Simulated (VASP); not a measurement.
Crystal: CdSe.

```
Cd Se
1.0
     4.30000    0.00000    0.00000
    -2.15000    3.72391    0.00000
     0.00000    0.00000    7.02000
Cd Se
2 2
Direct
  0.33333 0.66667 0.00000
  0.66667 0.33333 0.50000
  0.33333 0.66667 0.38500
  0.66667 0.33333 0.88500
```

```yaml
Program: VASP 6.6.1
Task: relaxation of cell and atoms
Functional: PBEsol
Potentials_or_basis: VASP PAW PBE potentials, release 64 (Cd, Se)
Cutoff: 600 eV
k_mesh: 8 × 8 × 4
Occupations: fermi-dirac, width 0.1 eV
Spin: no spin polarisation
```

At the start: pressure 0.5 GPa; volume 28.10 Å³/atom.

**Question.** How do energy, volume and symmetry change on relaxing?

**Answer.** Over 11 steps the energy falls by 5.0 meV/atom and the volume is 28.30 Å³/atom (+0.7 %); space group P6_3mc (No. 186, to 0.1 Å) before and after.

The path:
| step | energy change (eV) | largest force (eV/Å) | pressure (GPa) | volume (Å³) |
| --- | --- | --- | --- | --- |
| 1 | 0.0000 | 0.2744 | 0.45 | 112.41 |
| 2 | -0.0159 | 0.0636 | -0.25 | 113.70 |
| 3 | -0.0159 | 0.0682 | -0.24 | 113.68 |
| 4 | -0.0173 | 0.0376 | 0.04 | 113.07 |
| 5 | -0.0174 | 0.0226 | 0.18 | 112.79 |
| 6 | -0.0186 | 0.0176 | 0.16 | 112.86 |
| 7 | -0.0198 | 0.0037 | 0.08 | 113.01 |
| 8 | -0.0198 | 0.0044 | 0.08 | 113.00 |
| 9 | -0.0198 | 0.0030 | -0.06 | 113.32 |
| 10 | -0.0198 | 0.0004 | 0.01 | 113.17 |
| 11 | -0.0198 | 0.0002 | 0.00 | 113.20 |

Final structure:
```
Cd Se
1.0
     4.31021    0.00000    0.00000
    -2.15511    3.73275    0.00000
     0.00000    0.00000    7.03567
Cd Se
2 2
Direct
  0.33333 0.66667 0.00467
  0.66667 0.33333 0.50467
  0.33333 0.66667 0.38033
  0.66667 0.33333 0.88033
```

Caveat: the PAW data sets were made with another functional, which shifts forces and pressure a little.
